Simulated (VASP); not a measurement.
A run of VASP 6.6.1:

The input POSCAR:

```
Pt
1.0
    0.0000000000      1.8424544409      2.2109453291
    1.8424544409      0.0000000000      2.2109453291
    1.8424544409      1.8424544409      0.0000000000
Pt
1
Direct
    0.0000000000      0.0000000000      0.0000000000
```

The input INCAR.step1:

```
ALGO = Normal
EDIFF = 1E-4
ENCUT = 520
GGA = PE
ISMEAR = 0
LASPH = T
LCHARG = F
LREAL = F
LWAVE = T
NBANDS = 11
NELM = 100
PREC = Accurate
SIGMA = 0.15
```

The input INCAR.step2:

```
ALGO = Normal
EDIFF = 1E-6
ENCUT = 520
ISIF = 2
ISMEAR = 0
ISTART = 1
LASPH = T
LCHARG = F
LMIXTAU = T
LREAL = F
LWAVE = F
METAGGA = R2SCAN
NBANDS = 11
NELM = 100
PREC = Accurate
SIGMA = 0.15
```

Contents of KPOINTS:

```
k-points
0
Gamma
  24 24 24
```

Potentials or basis: VASP PAW PBE potentials, release 64 (Pt).

Command:

```sh
$ cat potpaw_PBE.64/Pt/POTCAR > POTCAR
$ cp INCAR.step1 INCAR
$ mpirun -np 1 vasp_std > vasp.out
$ cp INCAR.step2 INCAR
$ mpirun -np 1 vasp_std > vasp.out
```

Hardware: 1 thread of Intel(R) Xeon(R) Platinum 8375C CPU @ 2.90GHz (Ice Lake), on a shared host.

Question: How long does it take, and how much memory?

Answer: It took 4.2 min on 1 thread of Intel(R) Xeon(R) Platinum 8375C CPU @ 2.90GHz (Ice Lake), with other jobs on the host, peak memory 0.29 GiB. Counts: k points 1063.
